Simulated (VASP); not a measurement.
PbO2:

```
CELL_PARAMETERS angstrom
0.00000 2.66547 2.66547
2.66547 0.00000 2.66547
2.66547 2.66547 0.00000
ATOMIC_POSITIONS crystal
Pb 0.00000 0.00000 0.00000
O 0.75000 0.75000 0.75000
O 0.25000 0.25000 0.25000
```

This cell differs from its parent crystal: volume scaled by 0.96.

Base run:

| Quantity | Value |
| --- | --- |
| Program | VASP 6.6.1 |
| Functional | PBE |
| Potentials or basis | VASP PAW PBE potentials, release 64 (Pb_d, O) |
| Cutoff | 520 eV |
| k mesh | 9 × 9 × 9 |
| Occupations | fermi-dirac, width 0.05 eV |
| Spin | no spin polarisation |

Its results: band gap on the k mesh zero (band 13 reaches 6.11 eV, above the bottom of band 14 at 4.88 eV); pressure 6.8 GPa.

Question: The run is repeated on the same cell with these changes: functional from PBE to PBEsol; further incar settings from ALGO = Normal; EDIFF = 1e-06; NBANDS = 20 to ALGO = Normal; EDIFF = 1e-07; NBANDS = 20. What comes out?

Answer: Band gap on the k mesh zero (band 13 reaches 5.97 eV, above the bottom of band 14 at 4.72 eV); pressure 0.3 GPa.

Caveats: spin-orbit coupling is left out, which moves the levels of the heavy elements; the PAW data sets were made with another functional, which shifts forces and pressure a little (some runs).
